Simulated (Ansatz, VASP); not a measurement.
# Hg2OF2: VASP beside Ansatz

```
CELL_PARAMETERS angstrom
10.29000 0.00000 0.00000
0.00000 10.48000 0.00000
0.00000 0.00000 15.81000
ATOMIC_POSITIONS crystal
Hg 0.50414 0.50447 0.60672
Hg 0.50414 0.50447 0.39355
O 0.43732 0.42939 0.50013
F 0.56287 0.57045 0.71564
F 0.56287 0.57045 0.28463
```

Alike in both runs: task single point; functional PBE; k mesh 1 × 1 × 1; occupations gaussian, width 0.01 eV; non-collinear spin, spin-orbit coupling.

|  | VASP | Ansatz |
| --- | --- | --- |
| version | VASP 6.6.1 | Ansatz 0.2.0 |
| potentials or method | VASP PAW PBE potentials, release 64 (Hg, O, F), cutoff 520 eV | plane waves, PAW |
| valence electrons in the cell | 44 | 60 |

```csv
,VASP,Ansatz,Ansatz less VASP
rms of the force components (eV/Å),0.185,0.116,-0.0693
net moment per atom (μB),0.00,0.00,0.000
```

Atom by atom the forces differ by 0.197 eV/Å (rms over components). One of these differences is far larger than is usual between the two programs; its cause wasn't traced. The functional is the same, so the differences come from potentials, cutoffs and numerics. VASP's potentials hold 44 valence electrons a cell and Ansatz's 60, so a difference there can come from the potentials and not from the codes. Ansatz's warnings: structure snapped to symmetry, xc potential rough in thin density.
